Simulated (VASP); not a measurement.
Crystal: NaCl.

```
Na Cl
1.0
     0.00000    3.08727    3.17464
     3.08727    0.00000    3.17464
     3.08727    3.08727    0.00000
Na Cl
1 1
Direct
  0.00000 0.00000 0.00000
  0.25000 0.25000 0.25000
```

This cell differs from its parent crystal: uniaxial z strain +2.8%.

Base run:

* Program: VASP 6.6.1
* Functional: PBE
* Potentials or basis: VASP PAW PBE potentials, release 64 (Na_pv, Cl)
* Cutoff: 520 eV
* k mesh: 8 × 8 × 8
* Occupations: fermi-dirac, width 0.02 eV
* Spin: no spin polarisation

Its results: band gap on the k mesh 4.86 eV, direct; pressure 0.2 GPa.

Task: The run is repeated on the same cell with these changes: functional from PBE to r2SCAN; occupations from fermi-dirac, width 0.02 eV to gaussian, width 0.01 eV. What comes out?

Result: Band gap on the k mesh 5.49 eV, direct; pressure -0.6 GPa.

Caveats: the PAW data sets were made with another functional, which shifts forces and pressure a little (some runs).

A k mesh can miss the band edges.
